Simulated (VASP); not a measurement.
# Ge in VASP: a series of runs

Ge is run at these levels: PBE+D3(BJ); tasks: single point.

All numbers are computed with VASP 6.6.1; they aren't measurements. Logs are shortened: lines on timing, memory, paths and dates and some standing lists are left out, and cuts for length are marked.

## 1. The cell of the first run

The cell holds a slab with vacuum, 4 atoms: a = 4.023 Å, b = 4.023 Å, c = 18.869 Å, α = 90.00°, β = 90.00°, γ = 120.00°.

## 2. Single point, PBE+D3(BJ) (layers slid over each other)

INCAR

```
SYSTEM = Ge
PREC = Accurate
ENCUT = 520
EDIFF = 1E-7
ISMEAR = 0
SIGMA = 0.1
LREAL = .False.
LASPH = .True.
NELM = 100
ALGO = Normal
ISIF = 2
LWAVE = .False.
LCHARG = .False.
LDIPOL = .True.
IDIPOL = 3
DIPOL = 0.5 0.5 0.377
GGA = PE
IVDW = 12
NBANDS = 36
```

KPOINTS

```
Automatic mesh
0
Gamma
  9 9 1
  0 0 0
```

POSCAR

```
Ge
1.0
    4.0226895311      0.0000000000      0.0000000000
   -2.0113447656      3.4837513255      0.0000000000
    0.0000000000      0.0000000000     18.8685220517
Ge
4
Direct
    0.3333333333      0.6666666667      0.2747571332
    0.6666666667      0.3333333333      0.2384924472
    0.2222222222      1.4444444444      0.5150653573
    0.5555555556      1.1111111111      0.4788006714
```

Potentials or basis: VASP PAW PBE potentials, release 64 (Ge_d).

Launch:

```
$ cat potpaw_PBE.64/Ge_d/POTCAR > POTCAR
$ mpirun -np 1 vasp_std > vasp.out
```

OUTCAR:

```text
SYSTEM = Ge
   PREC = Accurate
   ENCUT = 520
   EDIFF = 1E-7
   ISMEAR = 0
   LREAL = .False.
   LASPH = .True.
   NELM = 100
   ISIF = 2
   GGA = PE
   IVDW = 12
 IVDW          = 12

 ion  position               nearest neighbor table
   1  0.333  0.667  0.275-   2 2.42   2 2.42   2 2.42
   2  0.667  0.333  0.238-   1 2.42   1 2.42   1 2.42
   3  0.222  0.444  0.515-   4 2.42   4 2.42   4 2.42
   4  0.556  0.111  0.479-   3 2.42   3 2.42   3 2.42

  LATTYP: Found a hexagonal cell.
 ALAT       =     4.0226895311
 C/A-ratio  =     4.6905240650

  Lattice vectors:

 A1 = (   4.0226895311,   0.0000000000,   0.0000000000)
 A2 = (  -2.0113447656,   3.4837513255,   0.0000000000)
 A3 = (   0.0000000000,   0.0000000000,  18.8685220517)

Analysis of symmetry for initial positions (statically):
=====================================================================
 Subroutine PRICEL returns:
 Original cell was already a primitive cell.

 Routine SETGRP: Setting up the symmetry group for a
 hexagonal supercell.

 Subroutine GETGRP returns: Found  4 space group operations
 (whereof  2 operations were pure point group operations)
 out of a pool of 24 trial point group operations.

The static configuration has the point symmetry C_1h.
 The point group associated with its full space group is C_2h.

Analysis of symmetry for dynamics (positions and initial velocities):
=====================================================================
 Subroutine PRICEL returns:
 Original cell was already a primitive cell.

 Routine SETGRP: Setting up the symmetry group for a
 hexagonal supercell.

 Subroutine GETGRP returns: Found  4 space group operations
 (whereof  2 operations were pure point group operations)
 out of a pool of 24 trial point group operations.

The dynamic configuration has the point symmetry C_1h.
 The point group associated with its full space group is C_2h.

 Subroutine INISYM returns: Found  4 space group operations
 (whereof  2 operations are pure point group operations),
 and found     1 'primitive' translations

----------------------------------------------------------------------------------------

                                     Primitive cell

  volume of cell :     264.4244

[... 95 lines left out ...]
   IBRION =     -1    ionic relax: 0-MD 1-quasi-New 2-CG
   NFREE  =      0    steps in history (QN), initial steepest desc. (CG)
   ISIF   =      2    stress and relaxation
   ISYM   =      2    0-nonsym 1-usesym 2-fastsym
   POTIM  = 0.5000    time-step for ionic-motion
   TEBEG  =    0.0;   TEEND  =   0.0 temperature during run
   PSTRESS=    0.0 pullay stress
   NELECT =      56.0000    total number of electrons
   NUPDOWN=      -1.0000    fix difference up-down
   EMIN   =  10.00;   EMAX   =-10.00  energy-range for DOS
   EFERMI =   0.00;   METHOD = LEGACY
   ISMEAR =     0;   SIGMA  =   0.10  broadening in eV -4-tet -1-fermi 0-gaus
   EFERMI_NEDOS =   21; number of points for ismear=-14 and -15
   IALGO  =     38    algorithm
   IMIX   =      4    mixing-type and parameters
     AMIX     =   0.40;   BMIX     =  1.00
     AMIX_MAG =   1.60;   BMIX_MAG =  1.00
  volume/ion in A,a.u.               =      66.11       446.11
  Fermi-wavevector in a.u.,A,eV,Ry     =   0.975821  1.844035 12.955840  0.952227
  Thomas-Fermi vector in A             =   2.106391
   LORBIT       =      0    0 simple, 1 ext, 2 COOP (PROOUT), +10 PAW based schemes
   GGA     = PE    functional components
   LHFCALC =     F    Hartree Fock is set to
   AEXX    =    0.0000 exact exchange contribution
   IVDW    =    12    specifies the selected vdW correction
   LEPSILON=     F    determine dielectric tensor
   LRPA    =     F    only Hartree local field effects (RPA)
 non-spin polarized calculation
 Gauss-broadening in eV      SIGMA  =   0.10
  energy-cutoff  :      520.00
  volume of cell :      264.42
 maximum number of plane-waves:      7165
 NGX is ok and might be reduce to    30
   NGX = 15   NGY = 15   NGZ = 71

 dipolmoment           0.000000      0.000000      0.000143 electrons x Angstroem

 number of electron      55.9999986 magnetization

 dipolmoment           0.000000      0.000000     -0.000004 electrons x Angstroem

 Free energy of the ion-electron system (eV)
  ---------------------------------------------------
  ext. energy  EPLUGINS =         0.00000000
  ---------------------------------------------------
  free energy    TOTEN  =       -16.18815158 eV

  energy without entropy =      -16.18813446  energy(sigma->0) =      -16.18814302

 E-fermi :  -1.3693     XC(G=0):  -4.4023

 val. band max:       -1.5964506646   @ k =   0.3333   0.3333   0.0000
 cond. band min:      -1.1254020927   @ k =   0.3333   0.3333   0.0000
 fundamental gap:      0.4710485719
 Fermi energy:        -1.3693006233

 k-point     1 :       0.0000    0.0000    0.0000
  band No.  band energies     occupation
      1     -25.8612      2.00000
      2     -25.8610      2.00000
      3     -25.8610      2.00000
      4     -25.8609      2.00000
      5     -25.8110      2.00000
      6     -25.8107      2.00000
[... 925 lines left out ...]
     35       4.3996      0.00000
     36       5.2868      0.00000

 [... further k-points ...]

------------------------ aborting loop because EDIFF is reached ----------------------------------------

 vacuum level on the upper side and lower side of the slab       (xc-potential included)        -0.080        -0.079

 Edisp (eV)   -0.80508

 E8    (eV) :    -0.3697

  FORCE on cell =-STRESS in cart. coord.  units (eV):
  Direction    XX          YY          ZZ          XY          YZ          ZX
  --------------------------------------------------------------------------------------
  -------------------------------------------------------------------------------------
  Total      -0.20485    -0.20814    -0.63125     0.00000    -0.22081     0.00000
  in kB      -1.24118    -1.26115    -3.82480     0.00000    -1.33791     0.00000
  external pressure =       -2.11 kB  Pullay stress =        0.00 kB

 VOLUME and BASIS-vectors are now :
 -----------------------------------------------------------------------------
  energy-cutoff  :      520.00
  volume of cell :      264.42
      direct lattice vectors                 reciprocal lattice vectors
     4.022689531  0.000000000  0.000000000     0.248589903  0.143523447  0.000000000
    -2.011344766  3.483751326  0.000000000     0.000000000  0.287046895  0.000000000
     0.000000000  0.000000000 18.868522052     0.000000000  0.000000000  0.052998322

 POSITION                                       TOTAL-FORCE (eV/Angst)
 -----------------------------------------------------------------------------------
     -0.00000      2.32250      5.18426        -0.000000      0.039694      0.148888
      2.01134      1.16125      4.50000        -0.000000      0.013021      0.000611
     -0.00000      1.54833      9.71852         0.000000     -0.013021     -0.000611
      2.01134      0.38708      9.03426         0.000000     -0.039694     -0.148888
 -----------------------------------------------------------------------------------
    total drift:                                0.000004     -0.000003     -0.000066

  FREE ENERGIE OF THE ION-ELECTRON SYSTEM (eV)
  ---------------------------------------------------
  free  energy   TOTEN  =       -16.9932343649 eV

  energy  without entropy=      -16.9932172457  energy(sigma->0) =      -16.99322581

 vacuum level on the upper side and lower side of the slab         3.083         3.087
```

OSZICAR:

```text
N       E                     dE             d eps       ncg     rms          rms(c)
DAV:   1     0.495004194746E+03    0.49500E+03   -0.29738E+04  2124   0.268E+03
DAV:   2     0.642345300479E+02   -0.43077E+03   -0.42201E+03  2016   0.686E+02
DAV:   3    -0.123112500111E+02   -0.76546E+02   -0.76051E+02  2436   0.191E+02
[... 14 lines left out ...]
DAV:  18    -0.161881467666E+02   -0.17776E-04   -0.19537E-06  2020   0.121E-02    0.551E-04
DAV:  19    -0.161881505554E+02   -0.37888E-05   -0.28046E-07  1508   0.208E-02    0.253E-04
DAV:  20    -0.161881514305E+02   -0.87514E-06   -0.88072E-08  1372   0.443E-03    0.135E-04
DAV:  21    -0.161881515711E+02   -0.14062E-06   -0.38386E-08  1416   0.274E-03    0.118E-04
DAV:  22    -0.161881515842E+02   -0.13053E-07   -0.11580E-08  1276   0.436E-03
   1 F= -.16993234E+02 E0= -.16993226E+02  d E =-.171193E-04
```

Run time: 3.5 min. Hardware: 1 thread of AMD EPYC 9R45 (Zen 5), shared host; peak memory 0.42 GiB.

Results:

```
Free energy                : -16.9932 eV
Largest force              : 0.154 eV/Å
Band gap on the k mesh     : 0.47 eV
Dispersion energy per atom : -0.201 eV
```

Forces on the atoms (eV/Å):
```
Ge   0.000  0.040  0.149
Ge   0.000  0.013  0.001
Ge   0.000 -0.013 -0.001
Ge   0.000 -0.040 -0.149
```

Caveat: the cell differs from its parent crystal (layers slid over each other).

## 3. Single point, PBE+D3(BJ) (layers slid over each other)

INCAR

```
SYSTEM = Ge
PREC     = Accurate       ! precision mode
ENCUT    = 520            ! plane-wave cutoff, eV
EDIFF    = 1E-7           ! SCF threshold, eV
ISMEAR   = 0              ! smearing method
SIGMA    = 0.1            ! smearing width, eV
LREAL    = .False.        ! projectors in reciprocal space
LASPH    = .True.         ! aspherical terms in the spheres
NELM     = 100            ! most SCF steps
ALGO     = Normal         ! electronic algorithm
ISIF     = 2              ! what is computed and relaxed
LWAVE    = .False.        ! write WAVECAR
LCHARG   = .True.         ! write CHGCAR
LDIPOL   = .True.       
IDIPOL   = 3            
DIPOL    = 0.5 0.5 0.377
GGA      = PE             ! functional
IVDW     = 12             ! dispersion correction
LELF     = .True.         ! ELF
LVHAR    = .True.       
LVACPOTAV= .True.       
NBANDS   = 36             ! bands
```

KPOINTS

```
regular mesh
0
Gamma
  9 9 1
  0 0 0
```

POSCAR, as its differences from that of step 2:

```diff
@@ -10,3 +10,3 @@
     0.6666666667      0.3333333333      0.2384924472
-    0.2222222222      1.4444444444      0.5150653573
-    0.5555555556      1.1111111111      0.4788006714
+    0.4444444444      1.2222222222      0.5150653573
+    0.7777777778      0.8888888889      0.4788006714
```

Potentials or basis: VASP PAW PBE potentials, release 64 (Ge_d).

Launch:

```
$ cat potpaw_PBE.64/Ge_d/POTCAR > POTCAR
$ mpirun -np 1 vasp_std > vasp.out
```

Run time: 3.7 min. Hardware: 1 thread of AMD EPYC 9R45 (Zen 5), shared host; peak memory 0.42 GiB.

It converged, with:

```
Free energy                : -17.0003 eV
Largest force              : 0.161 eV/Å
Band gap on the k mesh     : 0.20 eV
Dispersion energy per atom : -0.201 eV
```

Forces on the atoms (eV/Å):
```
Ge   0.038  0.022  0.155
Ge  -0.005 -0.003  0.020
Ge   0.005  0.003 -0.020
Ge  -0.038 -0.022 -0.155
```

Levels at points of the mesh, in eV from the valence-band top:
```csv
k point,band 26,band 27,band 28,band 29,band 30,band 31
"(0.00, 0.00, 0.00)",-0.34,-0.31,-0.30,0.61,0.79,2.11
```

Caveat: the cell differs from its parent crystal (layers slid over each other).
